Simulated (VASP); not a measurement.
A run of VASP 6.6.1 is set up as follows.

Contents of INCAR:

```
SYSTEM = Si
ALGO = Normal
EDIFF = 1E-7
EDIFFG = -0.02
ENCUT = 600
GGA = RP
IBRION = 2
ISIF = 3
ISMEAR = -1
LASPH = .TRUE.
LCHARG = .FALSE.
LREAL = .FALSE.
LWAVE = .FALSE.
NELM = 60
NSW = 60
PREC = Accurate
SIGMA = 0.15
```

File KPOINTS:

```
k-points
0
G
  14 14 13
  0 0 0
```

Contents of POSCAR:

```
Si
1.0
    2.5270000000      0.0000000000      0.0000000000
   -1.2635000000      2.1884462000      0.0000000000
    0.0000000000      0.0000000000      2.3730000000
Si
1
Direct
    0.0000000000      0.0000000000      0.0000000000
```

Potentials or basis: VASP PAW PBE potentials, release 64 (Si).

Command:

```console
$ cat potpaw_PBE.64/Si/POTCAR > POTCAR
$ mpirun -np 1 vasp_std > vasp.out
```

(1) Estimate the space group after relaxing (to 0.05 Å).

(2) Estimate the band gap on the k mesh.

(3) What does it give for the relaxed cell?

(4) Estimate the relaxed volume.

## Answers

(1) P6/mmm (No. 191).

(2) zero (band 2 reaches 16.75 eV, above the bottom of band 3 at 5.79 eV).

(3) a = 2.669 Å, b = 2.669 Å, c = 2.479 Å, α = 90.00°, β = 90.00°, γ = 120.00°.

(4) 15.29 Å³/atom.

Caveat: the volume moved by over 15 % at a fixed basis, so the end points are rough; the PAW data sets were made with another functional, which shifts forces and pressure a little; the volume moved by +17 % from the deposited cell, more than functionals usually miss.
